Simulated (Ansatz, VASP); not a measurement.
Two plane-wave programs on CdS

File INCAR:

```
PREC     = Accurate       # precision mode
ENCUT    = 520            # plane-wave cutoff, eV
EDIFF    = 1E-6           # SCF threshold, eV
ISMEAR   = -1             # smearing method
SIGMA    = 0.05           # smearing width, eV
LREAL    = False          # projectors in reciprocal space
LASPH    = True           # aspherical terms in the spheres
NELM     = 150            # most SCF steps
ALGO     = Normal         # electronic algorithm
ISIF     = 2              # what is computed and relaxed
LWAVE    = False          # write WAVECAR
LCHARG   = False          # write CHGCAR
MAGMOM   = 0 0 0 0 0 0    # initial moments
LORBIT   = 11             # projections on sites
LSORBIT  = True           # spin-orbit coupling
GGA_COMPAT= False        
LORBMOM  = True         
GGA      = PE             # functional
NBANDS   = 30             # bands
```

KPOINTS

```
Automatic mesh
0
Gamma
  8 8 8
```

POSCAR

```
CdS
1.0
    0.0000000000      2.8770830059      2.8770830059
    2.8770830059      0.0000000000      2.8770830059
    2.8770830059      2.8770830059      0.0000000000
Cd S
1 1
Direct
    0.0000000000      0.0000000000      0.0000000000
    0.7500000000      0.7500000000      0.7500000000
```

File input.yaml:

```yaml
crystal:
  lattice:
    - [0.0, 2.8770830059, 2.8770830059]
    - [2.8770830059, 0.0, 2.8770830059]
    - [2.8770830059, 2.8770830059, 0.0]
  atoms:
    - { symbol: Cd, position: [0.0, 0.0, 0.0] }
    - { symbol: S, position: [0.75, 0.75, 0.75] }
hamiltonian:
  xc: pbe
  pseudopotentials: { kind: paw_fr }
magnetization:
  noncollinear: true
  spin_orbit: true
kpoints:
  mp_grid: { grid: [8, 8, 8] }
scf:
  occupations: { method: fermi_dirac, width: 0.05 }
output:
  forces: true
  stress: true
  eigenvalues: true
  write_density: true
  write_potential: true
  elf: true
  volumetric_format: npy
```

Alike in both runs: task single point; functional PBE; k mesh 8 × 8 × 8; occupations fermi-dirac, width 0.05 eV; non-collinear spin, spin-orbit coupling.

|  | VASP | Ansatz |
| --- | --- | --- |
| version | VASP 6.6.1 | Ansatz 0.2.0 |
| potentials or method | VASP PAW PBE potentials, release 64 (Cd, S) | Ansatz PAW |
| plane-wave cutoff (eV) | 520 | 420 |
| valence electrons in the cell | 18 | 26 |

Ansatz gave:

* pressure (GPa): 5.7
* net moment per atom (μB): 0.00

Problem. Estimate VASP's values.

Solution. Pressure (GPa): 6.2; net moment per atom (μB): 0.00.

VASP's potentials hold 18 valence electrons a cell and Ansatz's 26, so a difference there can come from the potentials and not from the codes.
